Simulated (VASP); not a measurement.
Sb, 2 atoms in the cell. The structure is monoclinic, space group P2_1/m (No. 11). The conventional cell has a = 3.122 Å, b = 4.348 Å, c = 4.406 Å, α = 90.00°, β = 90.51°, γ = 90.00°. Within 4.0 Å of Sb (site symmetry m) lie 6 Sb at 3.04 to 3.15 Å. 

| Item | Value |
| --- | --- |
| Program | VASP 6.6.1 |
| Task | single point |
| Functional | PBEsol |
| Potentials or basis | VASP PAW PBE potentials, release 64 (Sb) |
| Cutoff | 520 eV |
| k mesh | 9 × 6 × 6 |
| Occupations | fermi-dirac, width 0.05 eV |
| Spin | non-collinear spin, zero start, spin-orbit coupling |
| Starting moments | [[0.0, 0.0, 0.0], [0.0, 0.0, 0.0]] μB |
| Dipole correction | no |
| Further INCAR settings | ALGO = Normal; EDIFF = 1e-07; NBANDS = 22 |

Potentials or basis: VASP PAW PBE potentials, release 64 (Sb).

The run is started by

```bash
$ cat potpaw_PBE.64/Sb/POTCAR > POTCAR
$ mpirun -np 1 vasp_ncl > vasp.out
```

Hardware: 1 thread of Intel(R) Xeon(R) 6975P-C (Granite Rapids), on a shared host.

How long does it take, and how much memory?

Run time: 94 s on 1 thread of Intel(R) Xeon(R) 6975P-C (Granite Rapids), with other jobs on the host, peak memory 0.41 GiB. Counts: scf iterations 12, k points 112.
